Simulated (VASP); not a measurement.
Crystal: KBr.

```
CELL_PARAMETERS angstrom
0.00000 3.30225 3.30225
3.30225 0.00000 3.30225
3.30225 3.30225 0.00000
ATOMIC_POSITIONS crystal
K 0.00000 0.00000 0.00000
Br 0.50000 0.50000 0.50000
```

Base run:

* Program: VASP 6.6.1
* Functional: PBE
* Potentials or basis: VASP PAW PBE potentials, release 64 (K_sv, Br)
* Cutoff: 520 eV
* k mesh: 4 × 4 × 4
* Occupations: gaussian, width 0.01 eV
* Spin: no spin polarisation

Its results: band gap on the k mesh 4.43 eV; pressure 0.7 GPa.

**Question.** The run is repeated on the same cell with these changes: functional from PBE to HSE06. What comes out?

**Answer.** Band gap on the k mesh 5.59 eV; pressure 0.5 GPa.

Caveats: the PAW data sets were made with another functional, which shifts forces and pressure a little (at least some runs).

